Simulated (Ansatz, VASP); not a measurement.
**LiGeN: VASP beside Ansatz**

```
CELL_PARAMETERS angstrom
2.98707 0.00000 0.00000
-1.49353 2.58688 0.00000
0.00000 0.00000 9.35306
ATOMIC_POSITIONS crystal
Li 0.66667 0.33333 0.74318
Li 0.33333 0.66667 0.24318
Ge 0.00000 0.00000 0.49883
Ge 0.00000 0.00000 0.99883
N 0.33333 0.66667 0.60263
N 0.66667 0.33333 0.10263
```

Alike in both runs: task single point; functional r2SCAN; k mesh 12 × 12 × 4; no spin polarisation.

|  | VASP | Ansatz |
| --- | --- | --- |
| version | VASP 6.6.1 | Ansatz 0.2.0 |
| potentials or method | VASP PAW PBE potentials, release 64 (Li_sv, Ge_d, N) | plane waves, PAW |
| plane-wave cutoff (eV) | 520 | 500 |
| occupations | gaussian, width 0.01 eV | fixed |
| valence electrons in the cell | 44 | 44 |

Ansatz gave:

```
gap on the k mesh at the Fermi level (eV) : 1.84
rms of the force components (eV/Å)        : 0.001
```

**Question.** Estimate VASP's values.

**Answer.** gap on the k mesh at the Fermi level (eV): 1.86; rms of the force components (eV/Å): 0.038.

VASP's potentials were made for PBE, not for r2SCAN. Atom by atom the forces differ by 0.038 eV/Å (rms over components).

Noted on VASP's run: the cutoff is under 1.25 times that of the potentials, so the pressure is a little rough.
